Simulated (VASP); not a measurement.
# Ag (Fm-3m) in VASP: notebook, part 2 of 2

VASP 6.6.1. The steps go on from the part before.

## 6. Relaxation of cell and atoms, LDA

Input file INCAR:

```
PREC = Accurate
ENCUT = 600
EDIFF = 1E-7
ISMEAR = 0
SIGMA = 0.1
LREAL = False
LASPH = True
NELM = 60
ALGO = Normal
ISIF = 3
LWAVE = False
LCHARG = False
IBRION = 2
NSW = 100
EDIFFG = -0.002
```

Input file KPOINTS:

```
Automatic mesh
0
Gamma
  18 18 18
```

Input file POSCAR:

```
Ag
1.0
    0.0000000000      2.0046159250      2.0046159250
    2.0046159250      0.0000000000      2.0046159250
    2.0046159250      2.0046159250      0.0000000000
Ag
1
Direct
    0.0000000000      0.0000000000      0.0000000000
```

Potentials or basis: VASP PAW LDA potentials, release 64 (Ag).

Started as:

```sh
$ cat potpaw_LDA.64/Ag/POTCAR > POTCAR
$ mpirun -np 1 vasp_std > vasp.out
```

OUTCAR:

```text
PREC = Accurate
   ENCUT = 600
   EDIFF = 1E-7
   ISMEAR = 0
   LREAL = False
   LASPH = True
   NELM = 60
   ISIF = 3
   IBRION = 2
   NSW = 100
   EDIFFG = -0.002

 ion  position               nearest neighbor table
   1  0.000  0.000  0.000-

  LATTYP: Found a face centered cubic cell.
 ALAT       =     4.0092318500

  Lattice vectors:

 A1 = (   0.0000000000,   2.0046159250,   2.0046159250)
 A2 = (   2.0046159250,   0.0000000000,   2.0046159250)
 A3 = (   2.0046159250,   2.0046159250,   0.0000000000)

Analysis of symmetry for initial positions (statically):
=====================================================================
 Subroutine PRICEL returns:
 Original cell was already a primitive cell.

 Routine SETGRP: Setting up the symmetry group for a
 face centered cubic supercell.

 Subroutine GETGRP returns: Found 48 space group operations
 (whereof 48 operations were pure point group operations)
 out of a pool of 48 trial point group operations.

The static configuration has the point symmetry O_h .

Analysis of symmetry for dynamics (positions and initial velocities):
=====================================================================
 Subroutine PRICEL returns:
 Original cell was already a primitive cell.

[... 222 lines left out ...]
--------------------------------------- Ionic step        3  -------------------------------------------

 number of electron      11.0000002 magnetization

 Free energy of the ion-electron system (eV)
  ---------------------------------------------------
  ext. energy  EPLUGINS =         0.00000000
  ---------------------------------------------------
  free energy    TOTEN  =        -3.78453238 eV

  energy without entropy =       -3.78357799  energy(sigma->0) =       -3.78405519

 E-fermi :   9.0138     XC(G=0): -12.9459

 val. band max:        8.9764205104   @ k =   0.5000   0.2778   0.1111
 cond. band min:       9.1702968474   @ k =   0.5000   0.1111   0.0000
 fundamental gap:      0.1938763370
 Fermi energy:         9.0138390402

 k-point     1 :       0.0000    0.0000    0.0000
  band No.  band energies     occupation
      1       0.7475      2.00000
      2       4.0324      2.00000
      3       4.0324      2.00000
      4       4.0324      2.00000
      5       5.2068      2.00000
      6       5.2068      2.00000
      7      25.1705      0.00000
      8      29.0413      0.00000
      9      29.0413      0.00000
[... 265 lines left out ...]
 k-point    24 :      -0.2222    0.0556    0.0000
  band No.  band energies     occupation
      1       2.2486      2.00000
      2       4.0058      2.00000
      3       4.3072      2.00000
      4       4.3140      2.00000
      5       5.1460      2.00000
      6       5.5506      2.00000
      7      21.0535      0.00000
      8      25.6018      0.00000
      9      28.2366      0.00000

 [... further k-points ...]

------------------------ aborting loop because EDIFF is reached ----------------------------------------

  FORCE on cell =-STRESS in cart. coord.  units (eV):
  Direction    XX          YY          ZZ          XY          YZ          ZX
  --------------------------------------------------------------------------------------
  -------------------------------------------------------------------------------------
  Total        0.0004606      0.0004606      0.0004606      0.0000000      0.0000000     -0.0000000
  in kB        0.0460046      0.0460046      0.0460046      0.0000000      0.0000000     -0.0000000
  external PRESSURE =       0.0460046 kB  Pullay stress =       0.0000000 kB
[... 16 lines left out ...]
  FREE ENERGIE OF THE ION-ELECTRON SYSTEM (eV)
  ---------------------------------------------------
  free  energy   TOTEN  =        -3.7845323777 eV

  energy  without entropy=       -3.7835779949  energy(sigma->0) =       -3.78405519

 reached required accuracy - stopping structural energy minimisation
```

OSZICAR:

```text
N       E                     dE             d eps       ncg     rms          rms(c)
DAV:   1     0.488009721143E+02    0.48801E+02   -0.62523E+03  3566   0.125E+03
DAV:   2    -0.368175939371E+01   -0.52483E+02   -0.50190E+02  3603   0.224E+02
[... 16 lines left out ...]
   2 F= -.37843801E+01 E0= -.37839026E+01  d E =0.721572E-05
       N       E                     dE             d eps       ncg     rms          rms(c)
DAV:   1    -0.378801024083E+01   -0.36302E-02   -0.66291E-02  3557   0.322E+00    0.375E-01
DAV:   2    -0.378463969499E+01    0.33705E-02   -0.14909E-02  3549   0.135E+00    0.123E-01
DAV:   3    -0.378455450747E+01    0.85188E-04   -0.19507E-04  3627   0.142E-01    0.804E-02
DAV:   4    -0.378453231746E+01    0.22190E-04   -0.30296E-05  3702   0.505E-02    0.351E-03
DAV:   5    -0.378453237768E+01   -0.60216E-07   -0.38261E-07  3736   0.671E-03
   3 F= -.37845324E+01 E0= -.37840552E+01  d E =-.145110E-03
```

It took 15 s on 1 thread of Intel Xeon 6975P-C (Granite Rapids), shared host; peak memory 0.16 GiB.

What came out:

```
Free energy                           : -3.7845 eV
Relaxed volume                        : 16.04 Å³/atom
Relaxed cell                          : a = 2.831 Å, b = 2.831 Å, c = 2.831 Å, α = 60.00°, β = 60.00°, γ = 60.00°
Space group after relaxing (to 0.1 Å) : Fm-3m (No. 225)
Energy gained by relaxing             : 0.1 meV/atom
Ionic steps                           : 3
Pressure after relaxing               : 0.0 GPa
Band gap on the k mesh                : zero (an odd number of electrons rules out a gap without spin polarisation)
```

The path:
| step | energy change (eV) | largest force (eV/Å) | pressure (GPa) | volume (Å³) |
| --- | --- | --- | --- | --- |
| 1 | 0.0000 | 0.0000 | -0.63 | 16.11 |
| 2 | 0.0000 | 0.0000 | 0.58 | 15.96 |
| 3 | -0.0001 | 0.0000 | 0.00 | 16.04 |

Final structure:
```
Ag
1.0
     0.00000    2.00166    2.00166
     2.00166    0.00000    2.00166
     2.00166    2.00166    0.00000
Ag
1
Direct
  0.00000 0.00000 0.00000
```

Levels at points of the mesh, in eV from the Fermi level:
```csv
k point,band 3,band 4,band 5,band 6,band 7,band 8,band 9
"(0.00, 0.00, 0.00)",-4.98,-4.98,-3.81,-3.81,16.16,20.03,20.03
"(0.50, 0.00, 0.00)",-5.01,-2.91,-2.91,-0.58,3.95,15.42,18.38
"(0.50, 0.50, 0.00)",-2.94,-2.68,-2.68,1.51,7.23,10.89,10.89
```

## 7. Summary

```tsv
task	cell	k mesh	cutoff (eV)	smearing	gap on the mesh (eV)	pressure (GPa)	relaxed volume (Å³/atom)
single point	a = 2.835 Å, angles 60.0°, 1 atom	8 × 8 × 8	520	gaussian 0.1 eV	none	0.1	-
single point	a = 2.830 Å, angles 60.0°, 1 atom	18 × 18 × 18	520	gaussian 0.1 eV	none	0.1	-
single point	a = 2.830 Å, angles 60.0°, 1 atom	18 × 18 × 18	520	fermi-dirac 0.15 eV	none	0.1	-
relaxation of cell and atoms	relaxed from a = 2.830 Å, angles 60.0°, 1 atom	18 × 18 × 18	600	fermi-dirac 0.15 eV	none	0.0	16.04
relaxation of cell and atoms	relaxed from a = 2.835 Å, angles 60.0°, 1 atom	18 × 18 × 18	600	gaussian 0.1 eV	none	0.0	16.04
```

Alike in all rows: level LDA; potentials or basis VASP PAW LDA potentials, release 64 (Ag); no spin polarisation.

Absolute energies hang on the potentials; compare differences alone.

The gap in the log of VASP goes by the Fermi energy; the results here count the filled bands.